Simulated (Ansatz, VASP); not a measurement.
# Lu: VASP beside Ansatz

File INCAR:

```
PREC = Accurate
ENCUT = 520
EDIFF = 1E-6
ISMEAR = -1
SIGMA = 0.1
LREAL = False
LASPH = True
NELM = 60
ALGO = Normal
ISIF = 2
LWAVE = False
LCHARG = False
GGA = PE
NBANDS = 18
```

File KPOINTS:

```
regular mesh
0
Gamma
  13 13 13
```

Contents of POSCAR:

```
Lu
1.0
   -1.9505918332      1.9505918332      1.9505918332
    1.9505918332     -1.9505918332      1.9505918332
    1.9505918332      1.9505918332     -1.9505918332
Lu
1
Direct
    0.0000000000      0.0000000000      0.0000000000
```

Input for Ansatz:

```yaml
crystal:
  lattice:
    - [-1.9505918332, 1.9505918332, 1.9505918332]
    - [1.9505918332, -1.9505918332, 1.9505918332]
    - [1.9505918332, 1.9505918332, -1.9505918332]
  atoms:
    - { symbol: Lu, position: [0.0, 0.0, 0.0] }
hamiltonian:
  xc: pbe
  pseudopotentials:
    kind: paw
    azcp:
      Lu: "pseudopotentials/Lu.paw.azcp"
basis:
  ecutwfc: 420
  fft_grid_basis: typed
kpoints:
  mp_grid: { grid: [13, 13, 13], shift: [0, 0, 0] }
magnetization:
  spin_polarized: false
scf:
  occupations: { method: fermi_dirac, width: 0.1 }
  lower_state_search: "off"
output:
  stress: true
  write_density: true
  write_potential: true
  elf: true
  volumetric_format: npy
```

Alike in both runs: task single point; functional PBE; k mesh 13 × 13 × 13; occupations fermi-dirac, width 0.1 eV; no spin polarisation.

|  | VASP | Ansatz |
| --- | --- | --- |
| version | VASP 6.6.1 | Ansatz 0.2.0 |
| potentials or method | VASP PAW PBE potentials, release 64 (Lu), cutoff 520 eV | plane waves (420 eV) with PAW, scalar-relativistic |
| valence electrons in the cell | 25 | 25 |

Ansatz gave:

| Item | Value |
| --- | --- |
| pressure (GPa) | 0.0 |

Problem. Which values does VASP return?

Solution. Pressure (GPa): 0.1.

With one functional, cell and mesh, what is left measures potentials, basis and numerics.

Spin-orbit coupling is off throughout.
